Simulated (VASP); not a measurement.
Na2WF6:

```xyz
9
Lattice="0.0000 3.8211 3.8211 3.8211 0.0000 3.8211 3.8211 3.8211 0.0000" Properties=species:S:1:pos:R:3 pbc="T T T"
Na    1.9106    1.9106    1.9106
Na    5.7317    5.7317    5.7317
W     0.0000    0.0000    0.0000
F     1.9106    3.8211    3.8211
F     5.7317    3.8211    3.8211
F     3.8211    1.9106    3.8211
F     3.8211    5.7317    3.8211
F     3.8211    3.8211    1.9106
F     3.8211    3.8211    5.7317
```

This cell differs from its parent crystal: atoms taken out.

| Item | Value |
| --- | --- |
| Program | VASP 6.6.1 |
| Task | relaxation of cell and atoms |
| Functional | PBE |
| Potentials or basis | VASP PAW PBE potentials, release 64 (Na_pv, W_sv, F) |
| Cutoff | 600 eV |
| k mesh | 4 × 4 × 4 |
| Occupations | gaussian, width 0.1 eV |
| Spin | collinear spin |
| Starting moments | [0.0, 0.0, 0.99, 0.04, 0.04, 0.04, 0.04, 0.04, 0.04] μB |

At the start: pressure 15.4 GPa; volume 12.40 Å³/atom.

Problem. Where does the relaxation end?

Solution. Over 8 steps the energy falls by 80.3 meV/atom and the volume is 15.14 Å³/atom (+22.1 %); space group Fm-3m (No. 225, to 0.1 Å) before and after; moment 2.00 μB per cell.

Step by step:
```csv
step,energy change (eV),largest force (eV/Å),pressure (GPa),volume (Å³)
1,0.0000,1.7376,15.37,111.58
2,0.3807,2.5916,-9.83,131.91
3,-0.4980,0.5846,1.68,119.40
4,-0.4986,0.5322,1.96,119.18
5,-0.5866,0.4156,1.31,122.54
6,-0.7145,0.1146,0.12,132.66
7,-0.7220,0.0474,-0.08,135.42
8,-0.7224,0.0273,-0.14,136.29
```

Final structure:
```
Na W F
1.0
     0.00000    4.08452    4.08452
     4.08452    0.00000    4.08452
     4.08452    4.08452    0.00000
Na W F
2 1 6
Direct
  0.25000 0.25000 0.25000
  0.75000 0.75000 0.75000
  0.00000 0.00000 0.00000
  0.75713 0.24287 0.24287
  0.24287 0.75713 0.75713
  0.24287 0.75713 0.24287
  0.75713 0.24287 0.75713
  0.24287 0.24287 0.75713
  0.75713 0.75713 0.24287
```

Caveat: the cell differs from its parent crystal (atoms taken out); the volume moved by over 15 % at a fixed basis, so the end points are rough.
